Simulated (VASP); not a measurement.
Input of a VASP 6.6.1 run:

The input INCAR:

```
SYSTEM = FeO
ALGO     = Normal         ! electronic algorithm
EDIFF    = 1E-7           ! SCF threshold, eV
ENCUT    = 520            ! plane-wave cutoff, eV
GGA      = PS             ! functional
ISIF     = 2              ! what is computed and relaxed
ISMEAR   = -1             ! smearing method
ISPIN    = 2              ! spin polarisation
LASPH    = .True.         ! aspherical terms in the spheres
LCHARG   = .False.        ! write CHGCAR
LMAXMIX  = 4              ! l up to which the mixer works
LORBIT   = 11             ! projections on sites
LREAL    = .False.        ! projectors in reciprocal space
LWAVE    = .False.        ! write WAVECAR
MAGMOM   = 3 0            ! initial moments
NBANDS   = 18             ! bands
NELM     = 150            ! most SCF steps
PREC     = Accurate       ! precision mode
SIGMA    = 0.05           ! smearing width, eV
```

The input KPOINTS:

```
k-points
0
Gamma
  11 11 11
  0 0 0
```

Contents of POSCAR:

```
FeO
1.0
    0.0000000000      2.0913297384      2.0913297384
    2.0913297384      0.0000000000      2.0913297384
    2.0913297384      2.0913297384      0.0000000000
Fe O
1 1
Direct
    0.0000000000      0.0000000000      0.0000000000
    0.5000000000      0.5000000000      0.5000000000
```

Potentials or basis: VASP PAW PBE potentials, release 64 (Fe, O).

The run is started by

```console
$ cat potpaw_PBE.64/Fe/POTCAR potpaw_PBE.64/O/POTCAR > POTCAR
$ mpirun -np 1 vasp_std > vasp.out
```

(1) Predict the net moment.

(2) Estimate the band gap on the k mesh.

(3) Predict the pressure.

(4) What does it give for the site moments?

## Answers

(1) 3.97 μB per cell.

(2) zero (filled and empty bands overlap).

(3) 10.6 GPa.

(4) Fe +3.58; O +0.32 μB.

Caveat: the PAW data sets were made with another functional, which shifts forces and pressure a little; a cell with one magnetic atom can't hold antiferromagnetic order, which such compounds often take; semilocal functionals often make such compounds metallic where correlation or magnetic order opens a gap, which also shifts bond lengths.
